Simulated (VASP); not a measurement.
Here is a VASP 6.6.1 calculation.

Contents of POSCAR:

```
Ir
1.0
    0.0000000000      1.8426360243      1.8426360243
    1.8426360243      0.0000000000      1.8426360243
    1.8426360243      1.8426360243      0.0000000000
Ir
1
Direct
    0.0000000000      0.0000000000      0.0000000000
```

INCAR.step1

```
SYSTEM = Ir
PREC = Accurate
ENCUT = 520
ISMEAR = -1
SIGMA = 0.1
LREAL = .FALSE.
LASPH = .TRUE.
NELM = 80
NBANDS = 10
GGA = PE
ALGO = Normal
EDIFF = 1E-4
LWAVE = .TRUE.
LCHARG = .FALSE.
```

File INCAR.step2:

```
SYSTEM = Ir
PREC = Accurate
ENCUT = 520
EDIFF = 1E-6
ISMEAR = -1
SIGMA = 0.1
LREAL = .FALSE.
LASPH = .TRUE.
NELM = 80
ALGO = Normal
ISIF = 2
LWAVE = .FALSE.
LCHARG = .TRUE.
METAGGA = R2SCAN
LMIXTAU = .TRUE.
LELF = .TRUE.
LVHAR = .TRUE.
NBANDS = 10
ISTART = 1
```

Contents of KPOINTS:

```
Automatic mesh
0
G
  23 23 23
  0 0 0
```

Potentials or basis: VASP PAW PBE potentials, release 64 (Ir).

Command:

```bash
$ cat potpaw_PBE.64/Ir/POTCAR > POTCAR
$ cp INCAR.step1 INCAR
$ mpirun -np 1 vasp_std > vasp.out
$ cp INCAR.step2 INCAR
$ mpirun -np 1 vasp_std > vasp.out
```

What does it give for the pressure?

70.8 GPa.

Caveat: the PAW data sets were made with another functional, which shifts forces and pressure a little.
